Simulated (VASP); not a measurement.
A run of VASP 6.6.1 is set up as follows.

File INCAR:

```
SYSTEM = Si2Ni
PREC = Accurate
ENCUT = 520
EDIFF = 1E-8
ISMEAR = -1
SIGMA = 0.1
LREAL = .False.
LASPH = .True.
NELM = 100
ALGO = Normal
ISIF = 2
LWAVE = .False.
LCHARG = .True.
GGA = CA
IBRION = 8
NSW = 1
```

Contents of KPOINTS:

```
Automatic mesh
0
Gamma
  8 8 8
  0 0 0
```

The input POSCAR:

```
Si2Ni
1.0
    0.0000000000      2.7008820287      2.7008820287
    2.7008820287      0.0000000000      2.7008820287
    2.7008820287      2.7008820287      0.0000000000
Si Ni
2 1
Direct
    0.2500000000      0.2500000000      0.2500000000
    0.7500000000      0.7500000000      0.7500000000
    0.0000000000      0.0000000000      0.0000000000
```

Potentials or basis: VASP PAW LDA potentials, release 64 (Si, Ni).

Command:

```console
$ cat potpaw_LDA.64/Si/POTCAR potpaw_LDA.64/Ni/POTCAR > POTCAR
$ mpirun -np 1 vasp_std > vasp.out
```

**Question.** Predict the highest phonon frequency at Γ, LO-TO splitting left out.

**Answer.** 305 cm⁻¹.

Phonon frequencies in cm⁻¹ (negative: imaginary):
| q point | frequencies |
| --- | --- |
| (0.000, 0.000, 0.000) | 0 0 0 298 298 298 305 305 305 |

Caveat: the cell wasn't relaxed at this level first, which shifts response properties. Spin polarisation is off, so any magnetic state and its effect on volume and gap are missing.
